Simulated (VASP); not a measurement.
# W (R-3m) in VASP: a series of runs

The runs below take W through single point, with PBE.

Everything below comes from runs of VASP 6.6.1. Logs are shortened: lines on timing, memory, paths and dates and some standing lists are left out, and cuts for length are marked.

## 1. The cell of the first run

Symmetry: R-3m, No. 166, trigonal system. The conventional cell has a = 3.361 Å, b = 3.361 Å, c = 4.551 Å, α = 90.00°, β = 90.00°, γ = 120.00°. Within 3.4 Å of W (site symmetry -3m) lie 12 W at 2.46 to 3.36 Å.

## 2. Single point, PBE (14.84 Å³/atom)

File INCAR:

```
SYSTEM = W
  PREC = Accurate
  ENCUT = 520
  EDIFF = 1E-6
  ISMEAR = 0
  SIGMA = 0.15
  LREAL = .False.
  LASPH = .True.
  NELM = 100
  ALGO = Fast
  ISIF = 2
  LWAVE = .False.
  LCHARG = .True.
  GGA = PE
  LELF = .True.
  LVHAR = .True.
  NBANDS = 13
```

File KPOINTS:

```
regular mesh
0
Gamma
  22 22 22
  0 0 0
```

File POSCAR:

```
W
1.0
   -0.7086400049      1.6681502178      1.6681502178
    1.6681502178     -0.7086400049      1.6681502178
    1.6681502178      1.6681502178     -0.7086400049
W
1
Direct
    0.0000000000      0.0000000000      0.0000000000
```

Potentials or basis: VASP PAW PBE potentials, release 64 (W_sv).

Run with:

```bash
$ cat potpaw_PBE.64/W_sv/POTCAR > POTCAR
$ mpirun -np 1 vasp_std > vasp.out
```

OUTCAR:

```text
SYSTEM = W
   PREC = Accurate
   ENCUT = 520
   EDIFF = 1E-6
   ISMEAR = 0
   LREAL = .False.
   LASPH = .True.
   NELM = 100
   ISIF = 2
   GGA = PE

 ion  position               nearest neighbor table
   1  0.000  0.000  0.000-

  LATTYP: Found a trigonal (rhomboedric) cell.
 ALAT       =     2.4632541393
 COS(alpha) =     0.0689708858

  Lattice vectors:

 A1 = (  -0.7086400049,   1.6681502178,   1.6681502178)
 A2 = (   1.6681502178,  -0.7086400049,   1.6681502178)
 A3 = (   1.6681502178,   1.6681502178,  -0.7086400049)

Analysis of symmetry for initial positions (statically):
=====================================================================
 Subroutine PRICEL returns:
 Original cell was already a primitive cell.

 Routine SETGRP: Setting up the symmetry group for a
 trigonal (rhombohedral) supercell.

 Subroutine GETGRP returns: Found 12 space group operations
 (whereof 12 operations were pure point group operations)
 out of a pool of 12 trial point group operations.

The static configuration has the point symmetry D_3d.

Analysis of symmetry for dynamics (positions and initial velocities):
=====================================================================
 Subroutine PRICEL returns:
 Original cell was already a primitive cell.

 Routine SETGRP: Setting up the symmetry group for a
 trigonal (rhombohedral) supercell.

 Subroutine GETGRP returns: Found 12 space group operations
 (whereof 12 operations were pure point group operations)
 out of a pool of 12 trial point group operations.

The dynamic configuration has the point symmetry D_3d.

 Subroutine INISYM returns: Found 12 space group operations
 (whereof 12 operations are pure point group operations),
 and found     1 'primitive' translations

----------------------------------------------------------------------------------------

                                     Primitive cell

  volume of cell :      14.8440

  direct lattice vectors                    reciprocal lattice vectors
    -0.708640005  1.668150218  1.668150218    -0.153634768  0.267100723  0.267100723
     1.668150218 -0.708640005  1.668150218     0.267100723 -0.153634768  0.267100723
     1.668150218  1.668150218 -0.708640005     0.267100723  0.267100723 -0.153634768

  length of vectors
     2.463254139  2.463254139  2.463254139     0.407785770  0.407785770  0.407785770
[... 85 lines left out ...]
   ISIF   =      2    stress and relaxation
   ISYM   =      2    0-nonsym 1-usesym 2-fastsym
   POTIM  = 0.5000    time-step for ionic-motion
   TEBEG  =    0.0;   TEEND  =   0.0 temperature during run
   PSTRESS=    0.0 pullay stress
   NELECT =      14.0000    total number of electrons
   NUPDOWN=      -1.0000    fix difference up-down
   EMIN   =  10.00;   EMAX   =-10.00  energy-range for DOS
   EFERMI =   0.00;   METHOD = LEGACY
   ISMEAR =     0;   SIGMA  =   0.15  broadening in eV -4-tet -1-fermi 0-gaus
   EFERMI_NEDOS =   21; number of points for ismear=-14 and -15
   IALGO  =     68    algorithm
   IMIX   =      4    mixing-type and parameters
     AMIX     =   0.40;   BMIX     =  1.00
     AMIX_MAG =   1.60;   BMIX_MAG =  1.00
  volume/ion in A,a.u.               =      14.84       100.17
  Fermi-wavevector in a.u.,A,eV,Ry     =   1.605464  3.033887 35.069209  2.577514
  Thomas-Fermi vector in A             =   2.701806
   LORBIT       =      0    0 simple, 1 ext, 2 COOP (PROOUT), +10 PAW based schemes
   GGA     = PE    functional components
   LHFCALC =     F    Hartree Fock is set to
   AEXX    =    0.0000 exact exchange contribution
   IVDW    =     0    specifies the selected vdW correction
   LEPSILON=     F    determine dielectric tensor
   LRPA    =     F    only Hartree local field effects (RPA)
 non-spin polarized calculation
 RMM-DIIS sequential band-by-band and
 Gauss-broadening in eV      SIGMA  =   0.15
  energy-cutoff  :      520.00
  volume of cell :       14.84
 maximum number of plane-waves:       413
   NGX =  9   NGY =  9   NGZ =  9

 number of electron      14.0000005 magnetization

 Free energy of the ion-electron system (eV)
  ---------------------------------------------------
  ext. energy  EPLUGINS =         0.00000000
  ---------------------------------------------------
  free energy    TOTEN  =       -10.95105770 eV

  energy without entropy =      -10.94133088  energy(sigma->0) =      -10.94619429

 E-fermi :  12.4006     XC(G=0): -13.8717

 val. band max:       12.3989758522   @ k =  -0.4091   0.2727   0.0455
 cond. band min:      12.4017414830   @ k =  -0.4545   0.2727   0.0455
 fundamental gap:      0.0027656309
 Fermi energy:        12.4005743759

 k-point     1 :       0.0000    0.0000    0.0000
  band No.  band energies     occupation
      1     -61.7270      2.00000
      2     -24.9931      2.00000
      3     -24.9931      2.00000
      4     -24.8133      2.00000
      5       2.6669      2.00000
      6       6.8335      2.00000
      7       6.8335      2.00000
      8      18.2231      0.00000
      9      18.2231      0.00000
     10      18.4813      0.00000
     11      27.6045      0.00000
     12      29.4645      0.00000
     13      29.4645      0.00000
[... 354 lines left out ...]
  band No.  band energies     occupation
      1     -61.5091      2.00000
      2     -27.2032      2.00000
      3     -24.8108      2.00000
      4     -24.6880      2.00000
      5       6.5763      2.00000
      6       8.0585      2.00000
      7      11.4110      2.00000
      8      13.6082      0.00000
      9      13.8657      0.00000
     10      18.6653      0.00000
     11      24.1795      0.00000
     12      26.9740      0.00000
     13      32.4212      0.00000

 [... further k-points ...]

------------------------ aborting loop because EDIFF is reached ----------------------------------------

  FORCE on cell =-STRESS in cart. coord.  units (eV):
  Direction    XX          YY          ZZ          XY          YZ          ZX
  --------------------------------------------------------------------------------------
  -------------------------------------------------------------------------------------
  Total        6.5045788      6.5045788      6.5045788      1.0745741      1.0745741      1.0745741
  in kB      702.0674149    702.0674149    702.0674149    115.9834439    115.9834439    115.9834439
  external PRESSURE =     702.0674149 kB  Pullay stress =       0.0000000 kB

 VOLUME and BASIS-vectors are now :
 -----------------------------------------------------------------------------
  energy-cutoff  :      520.00
  volume of cell :       14.84
      direct lattice vectors                 reciprocal lattice vectors
    -0.708640005  1.668150218  1.668150218    -0.153634768  0.267100723  0.267100723
     1.668150218 -0.708640005  1.668150218     0.267100723 -0.153634768  0.267100723
     1.668150218  1.668150218 -0.708640005     0.267100723  0.267100723 -0.153634768

 POSITION                                       TOTAL-FORCE (eV/Angst)
 -----------------------------------------------------------------------------------
      0.00000      0.00000      0.00000        -0.000000     -0.000000      0.000000
 -----------------------------------------------------------------------------------
    total drift:                                0.000000     -0.000000      0.000000

  FREE ENERGIE OF THE ION-ELECTRON SYSTEM (eV)
  ---------------------------------------------------
  free  energy   TOTEN  =       -10.9510576957 eV

  energy  without entropy=      -10.9413308754  energy(sigma->0) =      -10.94619429
```

OSZICAR:

```text
N       E                     dE             d eps       ncg     rms          rms(c)
DAV:   1     0.881542847025E+02    0.88154E+02   -0.74743E+03 26799   0.124E+03
DAV:   2    -0.964355458733E+01   -0.97798E+02   -0.93394E+02 29514   0.319E+02
DAV:   3    -0.112665078701E+02   -0.16230E+01   -0.16168E+01 30044   0.402E+01
DAV:   4    -0.112728582635E+02   -0.63504E-02   -0.63502E-02 29929   0.277E+00
DAV:   5    -0.112729090248E+02   -0.50761E-04   -0.50760E-04 30409   0.235E-01    0.253E+01
RMM:   6    -0.110262260009E+02    0.24668E+00   -0.16151E-01 28793   0.390E+00    0.125E+01
RMM:   7    -0.109532709347E+02    0.72955E-01   -0.14097E-01 29458   0.379E+00    0.426E-01
RMM:   8    -0.109510078354E+02    0.22631E-02   -0.93431E-03 32850   0.112E+00    0.157E-01
RMM:   9    -0.109510344207E+02   -0.26585E-04   -0.13187E-03 32501   0.483E-01    0.491E-02
RMM:  10    -0.109510576787E+02   -0.23258E-04   -0.19182E-04 35567   0.174E-01    0.904E-03
RMM:  11    -0.109510560736E+02    0.16051E-05   -0.48860E-05 33458   0.883E-02    0.352E-03
RMM:  12    -0.109510576815E+02   -0.16079E-05   -0.12371E-05 29372   0.438E-02    0.214E-03
RMM:  13    -0.109510576957E+02   -0.14142E-07   -0.24709E-06 24048   0.189E-02
   1 F= -.10951058E+02 E0= -.10946194E+02  d E =-.972682E-02
```

Run time: 2.9 min. Hardware: 1 thread of Intel Xeon 8259CL, shared host; peak memory 0.28 GiB.

What came out:

- Free energy: -10.9511 eV
- Pressure: 70.2 GPa
- Band gap on the k mesh: zero (bands 7 and 8 overlap by 3.55 eV)

Caveat: the cell stands under pressure; spin-orbit coupling is left out, which moves the levels of the heavy elements.

## 3. Single point, PBE (14.84 Å³/atom)

File INCAR:

```
PREC = Accurate
ENCUT = 520
EDIFF = 1E-6
ISMEAR = 0
SIGMA = 0.15
LREAL = False
LASPH = True
NELM = 100
ALGO = Fast
ISIF = 2
LWAVE = False
LCHARG = False
GGA = PE
NBANDS = 13
```

File KPOINTS:

```
Automatic mesh
0
Gamma
  22 22 22
```

File POSCAR:

```
W
1.0
   -2.1701551717      1.6056693984      1.6056693984
    1.6056693984     -2.1701551717      1.6056693984
    1.6056693984      1.6056693984     -2.1701551717
W
1
Direct
    0.0000000000      0.0000000000      0.0000000000
```

Potentials or basis: VASP PAW PBE potentials, release 64 (W_sv).

Run with:

```bash
$ cat potpaw_PBE.64/W_sv/POTCAR > POTCAR
$ mpirun -np 1 vasp_std > vasp.out
```

Run time: 3.7 min. Hardware: 1 thread of Intel Xeon 8259CL, shared host; peak memory 0.3 GiB.

Results (log left out):

```
Free energy            : -3.2159 eV
Pressure               : 236.6 GPa
Band gap on the k mesh : zero (bands 7 and 8 overlap by 7.25 eV)
```

Stress tensor (GPa, compression positive):
```
236.59 246.30 246.30
246.30 236.59 246.30
246.30 246.30 236.59
```

Levels at points of the mesh, in eV from the Fermi level:
| k point | band 4 | band 5 | band 6 | band 7 | band 8 | band 9 | band 10 | band 11 |
| --- | --- | --- | --- | --- | --- | --- | --- | --- |
| (0.00, 0.00, 0.00) | -32.10 | -10.42 | -6.23 | -3.89 | -3.89 | 8.53 | 12.63 | 12.63 |
| (0.50, 0.00, 0.00) | -37.14 | -9.03 | -8.00 | 1.97 | 2.43 | 5.22 | 5.41 | 11.52 |
| (0.50, 0.50, 0.00) | -32.11 | -7.87 | -6.46 | -1.82 | 0.37 | 3.55 | 9.04 | 12.72 |
| (0.50, 0.50, 0.50) | -37.30 | -9.19 | -9.19 | 3.36 | 3.36 | 8.81 | 9.48 | 9.48 |

Caveat: atoms lie so close that the PAW spheres overlap strongly, which falsifies energies and pressures; the cell stands under pressure; spin-orbit coupling is left out, which moves the levels of the heavy elements.

(Part 1 of 3 ends here.)
